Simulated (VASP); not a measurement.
A run of VASP 6.6.1:

Contents of INCAR:

```
ALGO     = Normal         # electronic algorithm
EDIFF    = 1E-8           # SCF threshold, eV
ENCUT    = 400            # plane-wave cutoff, eV
GGA_COMPAT= F            
ISIF     = 2              # what is computed and relaxed
ISMEAR   = -1             # smearing method
LASPH    = T              # aspherical terms in the spheres
LCHARG   = F              # write CHGCAR
LEFG     = T            
LREAL    = F              # projectors in reciprocal space
LWAVE    = F              # write WAVECAR
NBANDS   = 15             # bands
NELM     = 120            # most SCF steps
PREC     = Accurate       # precision mode
SIGMA    = 0.01           # smearing width, eV
```

The input KPOINTS:

```
k-points
0
Gamma
  7 7 7
```

POSCAR

```
CsI
1.0
    4.5667000000      0.0000000000      0.0000000000
    0.0000000000      4.5667000000      0.0000000000
    0.0000000000      0.0000000000      4.5210330000
Cs I
1 1
Direct
    0.0000000000      0.0000000000      0.0000000000
    0.5000000000      0.5000000000      0.5000000000
```

Potentials or basis: VASP PAW LDA potentials, release 64 (Cs_sv, I).

Run with:

```console
$ cat potpaw_LDA.64/Cs_sv/POTCAR potpaw_LDA.64/I/POTCAR > POTCAR
$ mpirun -np 1 vasp_std > vasp.out
```

Hardware: 1 thread of Intel(R) Xeon(R) Platinum 8259CL CPU @ 2.50GHz (Skylake/Cascade Lake) (shared host).

Q: Estimate the wall time of this run.

A: It took 27 s on 1 thread of Intel(R) Xeon(R) Platinum 8259CL CPU @ 2.50GHz (Skylake/Cascade Lake), on a shared host, peak memory 0.17 GiB. Counts: scf iterations 14, k points 40.
